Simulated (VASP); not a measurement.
Here is a VASP 6.6.1 calculation.

INCAR

```
SYSTEM = Pb
ALGO     = Normal         ! electronic algorithm
EDIFF    = 1E-6           ! SCF threshold, eV
ENCUT    = 500            ! plane-wave cutoff, eV
GGA      = PS             ! functional
GGA_COMPAT= .FALSE.      
ISIF     = 2              ! what is computed and relaxed
ISMEAR   = 0              ! smearing method
LASPH    = .TRUE.         ! aspherical terms in the spheres
LCHARG   = .FALSE.        ! write CHGCAR
LREAL    = .FALSE.        ! projectors in reciprocal space
LWAVE    = .FALSE.        ! write WAVECAR
NBANDS   = 21             ! bands
NELM     = 120            ! most SCF steps
PREC     = Accurate       ! precision mode
SIGMA    = 0.1            ! smearing width, eV
```

The input KPOINTS:

```
k-points
0
G
  14 14 14
  0 0 0
```

File POSCAR:

```
Pb
1.0
    0.0000000000      3.1943252416      5.0280211137
    1.8442084611      0.0000000000      5.0280211137
    1.8442084611      3.1943252416      0.0000000000
Pb
2
Direct
    0.1666700000      0.8333300000      0.1666700000
    0.8333300000      0.1666700000      0.8333300000
```

Potentials or basis: VASP PAW PBE potentials, release 64 (Pb_d).

Launch:

```sh
$ cat potpaw_PBE.64/Pb_d/POTCAR > POTCAR
$ mpirun -np 1 vasp_std > vasp.out
```

Q: Predict the band gap on the k mesh.

A: Zero (bands 14 and 15 overlap by 1.37 eV).

Q: Predict the largest force.

A: 0.062 eV/Å.

Q: Estimate the pressure.

A: 122.4 GPa.

Forces in eV/Å, atoms in the order of the input:
```
Pb   0.000 -0.062  0.000
Pb   0.000  0.062  0.000
```

Caveat: the cell differs from its parent crystal (C replaced by Pb, lengths x 1.553, strained); the stress differs along the axes, from -1 to 184 GPa; the PAW data sets were made with another functional, which shifts forces and pressure a little; spin-orbit coupling is left out, which moves the levels of the heavy elements.
